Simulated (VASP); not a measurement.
# TiAl: single point with PBEsol

The system is TiAl.

```
Ti Al
1.0
     3.33781   -0.66756   -0.66756
    -0.66756    3.33781   -0.66756
    -0.66756   -0.66756    3.33781
Ti Al
1 1
Cartesian
  0.0000 0.0000 0.0000
  1.0013 1.0013 1.0013
```

This cell differs from its parent crystal: ratio of the length along [111] to the lengths across it x 0.5, volume and fractional coordinates fixed.

* Program: VASP 6.6.1
* Task: single point
* Functional: PBEsol
* Potentials or basis: VASP PAW PBE potentials, release 64 (Ti_sv, Al)
* Cutoff: 520 eV
* k mesh: 16 × 16 × 16
* Occupations: gaussian, width 0.15 eV
* Spin: no spin polarisation

```yaml
Pressure: 71.2 GPa
```

Stress tensor (GPa, compression positive):
```
71.19 99.61 99.61
99.61 71.19 99.61
99.61 99.61 71.19
```

Levels at points of the mesh, in eV from the Fermi level:
```csv
k point,band 3,band 4,band 5,band 6,band 7,band 8,band 9,band 10,band 11,band 12
"(0.00, 0.00, 0.00)",-32.18,-32.18,-7.80,-0.81,-0.64,-0.64,1.11,1.11,6.55,6.55
"(0.50, 0.00, 0.00)",-32.25,-32.20,-3.85,-3.41,-1.32,0.29,1.27,1.40,3.10,5.77
"(0.50, 0.00, 0.50)",-32.29,-32.20,-4.44,-2.94,-1.17,-0.22,0.22,2.68,3.51,4.01
"(0.50, 0.50, 0.50)",-32.27,-32.27,-3.33,-3.33,0.06,0.92,2.26,2.26,2.56,2.56
```

It took 4.5 min on 1 thread of Intel(R) Xeon(R) 6975P-C (Granite Rapids) (shared host), peak memory 0.32 GiB.

Caveat: the PAW data sets were made with another functional, which shifts forces and pressure a little.
